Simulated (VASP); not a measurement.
# Ir (Fm-3m) in VASP: single point with PBE

Aim: the single point of Ir with PBE.

All numbers are computed with VASP 6.6.1; they aren't measurements. Logs are shortened: lines on timing, memory, paths and dates and some standing lists are left out, and cuts for length are marked.

**1. The cell of the first run**

The structure is cubic, space group Fm-3m (No. 225). The conventional cell has a = 3.870 Å, b = 3.870 Å, c = 3.870 Å, α = 90.00°, β = 90.00°, γ = 90.00°. Ir (site symmetry m-3m) has 12 Ir at 2.74 Å within 3.6 Å.

**2. Single point, PBE**

INCAR

```
  PREC = Accurate
  ENCUT = 500
  EDIFF = 1E-6
  ISMEAR = 0
  SIGMA = 0.1
  LREAL = F
  LASPH = T
  NELM = 120
  ALGO = Normal
  ISIF = 2
  LWAVE = F
  LCHARG = T
  GGA = PE
  LELF = T
  LVHAR = T
  NBANDS = 10
  GGA_COMPAT = F
```

KPOINTS

```
Automatic mesh
0
Gamma
  18 18 18
```

POSCAR

```
Ir
1.0
    0.0000000000      1.9350639501      1.9350639501
    1.9350639501      0.0000000000      1.9350639501
    1.9350639501      1.9350639501      0.0000000000
Ir
1
Direct
    0.0000000000      0.0000000000      0.0000000000
```

Potentials or basis: VASP PAW PBE potentials, release 64 (Ir).

The run is started by

```bash
$ cat potpaw_PBE.64/Ir/POTCAR > POTCAR
$ mpirun -np 1 vasp_std > vasp.out
```

OUTCAR:

```text
PREC = Accurate
   ENCUT = 500
   EDIFF = 1E-6
   ISMEAR = 0
   LREAL = F
   LASPH = T
   NELM = 120
   ISIF = 2
   GGA = PE

 ion  position               nearest neighbor table
   1  0.000  0.000  0.000-

  LATTYP: Found a face centered cubic cell.
 ALAT       =     3.8701279002

  Lattice vectors:

 A1 = (   0.0000000000,   1.9350639501,   1.9350639501)
 A2 = (   1.9350639501,   0.0000000000,   1.9350639501)
 A3 = (   1.9350639501,   1.9350639501,   0.0000000000)

Analysis of symmetry for initial positions (statically):
=====================================================================
 Subroutine PRICEL returns:
 Original cell was already a primitive cell.

 Routine SETGRP: Setting up the symmetry group for a
 face centered cubic supercell.

 Subroutine GETGRP returns: Found 48 space group operations
 (whereof 48 operations were pure point group operations)
 out of a pool of 48 trial point group operations.

The static configuration has the point symmetry O_h .

Analysis of symmetry for dynamics (positions and initial velocities):
=====================================================================
 Subroutine PRICEL returns:
 Original cell was already a primitive cell.

 Routine SETGRP: Setting up the symmetry group for a
 face centered cubic supercell.

 Subroutine GETGRP returns: Found 48 space group operations
 (whereof 48 operations were pure point group operations)
 out of a pool of 48 trial point group operations.

The dynamic configuration has the point symmetry O_h .

 Subroutine INISYM returns: Found 48 space group operations
 (whereof 48 operations are pure point group operations),
 and found     1 'primitive' translations

----------------------------------------------------------------------------------------

                                     Primitive cell

  volume of cell :      14.4916

  direct lattice vectors                    reciprocal lattice vectors
     0.000000000  1.935063950  1.935063950    -0.258389393  0.258389393  0.258389393
     1.935063950  0.000000000  1.935063950     0.258389393 -0.258389393  0.258389393
     1.935063950  1.935063950  0.000000000     0.258389393  0.258389393 -0.258389393

  length of vectors
     2.736593682  2.736593682  2.736593682     0.447543557  0.447543557  0.447543557

  position of ions in fractional coordinates (direct lattice)
     0.000000000  0.000000000  0.000000000

[... 78 lines left out ...]
   NSW    =      0    number of steps for IOM
   IBRION =     -1    ionic relax: 0-MD 1-quasi-New 2-CG
   NFREE  =      0    steps in history (QN), initial steepest desc. (CG)
   ISIF   =      2    stress and relaxation
   ISYM   =      2    0-nonsym 1-usesym 2-fastsym
   POTIM  = 0.5000    time-step for ionic-motion
   TEBEG  =    0.0;   TEEND  =   0.0 temperature during run
   PSTRESS=    0.0 pullay stress
   NELECT =       9.0000    total number of electrons
   NUPDOWN=      -1.0000    fix difference up-down
   EMIN   =  10.00;   EMAX   =-10.00  energy-range for DOS
   EFERMI =   0.00;   METHOD = LEGACY
   ISMEAR =     0;   SIGMA  =   0.10  broadening in eV -4-tet -1-fermi 0-gaus
   EFERMI_NEDOS =   21; number of points for ismear=-14 and -15
   IALGO  =     38    algorithm
   IMIX   =      4    mixing-type and parameters
     AMIX     =   0.40;   BMIX     =  1.00
     AMIX_MAG =   1.60;   BMIX_MAG =  1.00
  volume/ion in A,a.u.               =      14.49        97.79
  Fermi-wavevector in a.u.,A,eV,Ry     =   1.396745  2.639465 26.543546  1.950896
  Thomas-Fermi vector in A             =   2.520069
   LORBIT       =      0    0 simple, 1 ext, 2 COOP (PROOUT), +10 PAW based schemes
   GGA     = PE    functional components
   LHFCALC =     F    Hartree Fock is set to
   AEXX    =    0.0000 exact exchange contribution
   IVDW    =     0    specifies the selected vdW correction
   LEPSILON=     F    determine dielectric tensor
   LRPA    =     F    only Hartree local field effects (RPA)
 non-spin polarized calculation
 Gauss-broadening in eV      SIGMA  =   0.10
  energy-cutoff  :      500.00
  volume of cell :       14.49
 maximum number of plane-waves:       380
   NGX =  9   NGY =  9   NGZ =  9

 number of electron       9.0000000 magnetization

 Free energy of the ion-electron system (eV)
  ---------------------------------------------------
  ext. energy  EPLUGINS =         0.00000000
  ---------------------------------------------------
  free energy    TOTEN  =        -8.85360181 eV

  energy without entropy =       -8.84824431  energy(sigma->0) =       -8.85092306

 E-fermi :  10.0241     XC(G=0): -13.8452

 val. band max:       10.0213508404   @ k =   0.5000   0.2222   0.1111
 cond. band min:      10.0285685360   @ k =   0.3333   0.1111   0.0556
 fundamental gap:      0.0072176956
 Fermi energy:        10.0241154639

 k-point     1 :       0.0000    0.0000    0.0000
  band No.  band energies     occupation
      1      -0.8685      2.00000
      2       6.2480      2.00000
      3       6.2480      2.00000
      4       6.2480      2.00000
      5       8.8355      2.00000
      6       8.8355      2.00000
      7      24.3640      0.00000
      8      29.8074      0.00000
      9      29.8074      0.00000
     10      29.8074      0.00000
[... 287 lines left out ...]
 k-point    24 :      -0.2222    0.0556    0.0000
  band No.  band energies     occupation
      1       1.3043      2.00000
      2       5.6030      2.00000
      3       6.6896      2.00000
      4       6.7787      2.00000
      5       8.5641      2.00000
      6       9.3890      2.00000
      7      24.0500      0.00000
      8      26.8240      0.00000
      9      31.7844      0.00000
     10      33.0222      0.00000

 [... further k-points ...]

------------------------ aborting loop because EDIFF is reached ----------------------------------------

  FORCE on cell =-STRESS in cart. coord.  units (eV):
  Direction    XX          YY          ZZ          XY          YZ          ZX
  --------------------------------------------------------------------------------------
  -------------------------------------------------------------------------------------
  Total        0.0537809      0.0537809      0.0537809      0.0000000      0.0000000      0.0000000
  in kB        5.9459652      5.9459652      5.9459652      0.0000000      0.0000000      0.0000000
  external PRESSURE =       5.9459652 kB  Pullay stress =       0.0000000 kB

 VOLUME and BASIS-vectors are now :
 -----------------------------------------------------------------------------
  energy-cutoff  :      500.00
  volume of cell :       14.49
      direct lattice vectors                 reciprocal lattice vectors
     0.000000000  1.935063950  1.935063950    -0.258389393  0.258389393  0.258389393
     1.935063950  0.000000000  1.935063950     0.258389393 -0.258389393  0.258389393
     1.935063950  1.935063950  0.000000000     0.258389393  0.258389393 -0.258389393

 POSITION                                       TOTAL-FORCE (eV/Angst)
 -----------------------------------------------------------------------------------
      0.00000      0.00000      0.00000         0.000000      0.000000     -0.000000
 -----------------------------------------------------------------------------------
    total drift:                                0.000000      0.000000      0.000000

  FREE ENERGIE OF THE ION-ELECTRON SYSTEM (eV)
  ---------------------------------------------------
  free  energy   TOTEN  =        -8.8536018116 eV

  energy  without entropy=       -8.8482443107  energy(sigma->0) =       -8.85092306
```

Run time: 36 s. Hardware: 1 thread of Intel Xeon 8259CL, shared host; peak memory 0.15 GiB.

What came out:

```
Free energy            : -8.8536 eV
Pressure               : 0.6 GPa
Band gap on the k mesh : zero (an odd number of electrons rules out a gap without spin polarisation)
```

Levels at points of the mesh, in eV from the Fermi level:
```tsv
k point	band 1	band 2	band 3	band 4	band 5	band 6	band 7	band 8
(0.00, 0.00, 0.00)	-10.89	-3.78	-3.78	-3.78	-1.19	-1.19	14.34	19.78
(0.50, 0.00, 0.00)	-7.88	-3.87	-3.87	-0.73	0.82	0.82	6.99	13.88
(0.50, 0.50, 0.00)	-7.67	-7.11	0.79	1.38	1.38	1.67	10.15	11.56
```

Caveat: spin-orbit coupling is left out, which moves the levels of the heavy elements.
